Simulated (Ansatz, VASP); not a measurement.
BiS: VASP beside Ansatz

File INCAR:

```
  PREC = Accurate
  ENCUT = 600
  EDIFF = 1E-7
  ISMEAR = -1
  SIGMA = 0.05
  LREAL = False
  LASPH = True
  NELM = 100
  ALGO = Normal
  ISIF = 3
  LWAVE = False
  LCHARG = False
  GGA = PE
  IVDW = 12
  IBRION = 2
  NSW = 60
  EDIFFG = -0.01
```

The input KPOINTS:

```
regular mesh
0
Gamma
  7 7 7
```

POSCAR

```
BiS
1.0
    4.0029443400      0.0000000000      0.0000000000
    0.0000000000      4.0029443400      0.0000000000
    0.0000000000      0.0000000000      4.0029443400
Bi S
1 1
Direct
    0.5000000000      0.5000000000      0.5000000000
    0.0000000000      0.0000000000      0.0000000000
```

Contents of input.yaml:

```yaml
crystal:
  lattice:
    - [4.00294434, 0.0, 0.0]
    - [0.0, 4.00294434, 0.0]
    - [0.0, 0.0, 4.00294434]
  atoms:
    - { symbol: Bi, position: [0.5, 0.5, 0.5] }
    - { symbol: S, position: [0.0, 0.0, 0.0] }
hamiltonian:
  xc: pbe
  pseudopotentials: { kind: paw }
  dispersion: d3bj
kpoints:
  mp_grid: { grid: [7, 7, 7] }
scf:
  occupations: { method: fermi_dirac, width: 0.05 }
output:
  forces: true
  stress: true
  eigenvalues: true
  write_density: true
  write_potential: true
  elf: true
  volumetric_format: npy
relax:
  f_tol: 0.01
  max_steps: 40
  cell: { stress_tol: 0.05 }
```

Alike in both runs: task relaxation of cell and atoms; functional PBE; dispersion D3(BJ); k mesh 7 × 7 × 7; occupations fermi-dirac, width 0.05 eV; no spin polarisation.

|  | VASP | Ansatz |
| --- | --- | --- |
| version | VASP 6.6.1 | Ansatz 0.2.0 |
| potentials or method | VASP PAW PBE potentials, release 64 (Bi_d, S) | Ansatz PAW |
| plane-wave cutoff (eV) | 600 | 420 |
| valence electrons in the cell | 21 | 21 |

|  | VASP | Ansatz | Ansatz less VASP |
| --- | --- | --- | --- |
| gap on the k mesh at the Fermi level, each at its own relaxed structure (eV) | none | none | - |
| relaxed volume (Å³/atom) | 22.26 | 22.28 | +0.022 |
| relaxed cell length with the largest relative difference (Å) | 3.544 | 3.545 | +0.0012 |

A gap of «none» marks a metal or a gap that the smearing closes.

Spin-orbit coupling is off throughout. Noted on VASP's run: the volume moved by over 15 % at a fixed basis, so the end points are rough. Noted on Ansatz's run: the volume moved by over 15 % at a fixed basis, so the end points are rough; the plane-wave basis is chosen anew once the cell has moved, so the energies of steps on either side of that aren't comparable.
